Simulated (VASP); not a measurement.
Crystal: Y3AlN4.

```
CELL_PARAMETERS angstrom
5.03982 0.00000 0.00000
0.00000 5.03982 0.00000
0.00000 0.00000 5.03982
ATOMIC_POSITIONS crystal
Y 0.50000 0.00000 0.50000
Y 0.50000 0.50000 0.00000
Y 0.00000 0.50000 0.50000
Al 0.00000 0.00000 0.00000
N 0.00000 0.50000 0.00000
N 0.50000 0.50000 0.50000
N 0.00000 0.00000 0.50000
N 0.50000 0.00000 0.00000
```

```yaml
Program: VASP 6.6.1
Task: relaxation of cell and atoms
Functional: PBE
Potentials_or_basis: VASP PAW PBE potentials, release 64 (Y_sv, Al, N)
Cutoff: 600 eV
k_mesh: 4 × 4 × 4
Occupations: gaussian, width 0.1 eV
Spin: no spin polarisation
```

At the start: pressure -18.4 GPa; volume 16.00 Å³/atom.

Q: Where does the relaxation end?

A: Over 3 steps the energy falls by 155.7 meV/atom and the volume is 13.67 Å³/atom (-14.5 %); space group Pm-3m (No. 221, to 0.1 Å) before and after.

Step by step:
| step | energy change (eV) | largest force (eV/Å) | pressure (GPa) | volume (Å³) |
| --- | --- | --- | --- | --- |
| 1 | 0.0000 | 0.0000 | -18.37 | 128.01 |
| 2 | -0.4038 | 0.0000 | 24.47 | 96.94 |
| 3 | -1.2456 | 0.0000 | -0.38 | 109.40 |

Final structure:
```
Y Al N
1.0
     4.78266    0.00000    0.00000
     0.00000    4.78266    0.00000
     0.00000    0.00000    4.78266
Y Al N
3 1 4
Direct
  0.50000 0.00000 0.50000
  0.50000 0.50000 0.00000
  0.00000 0.50000 0.50000
  0.00000 0.00000 0.00000
  0.00000 0.50000 0.00000
  0.50000 0.50000 0.50000
  0.00000 0.00000 0.50000
  0.50000 0.00000 0.00000
```
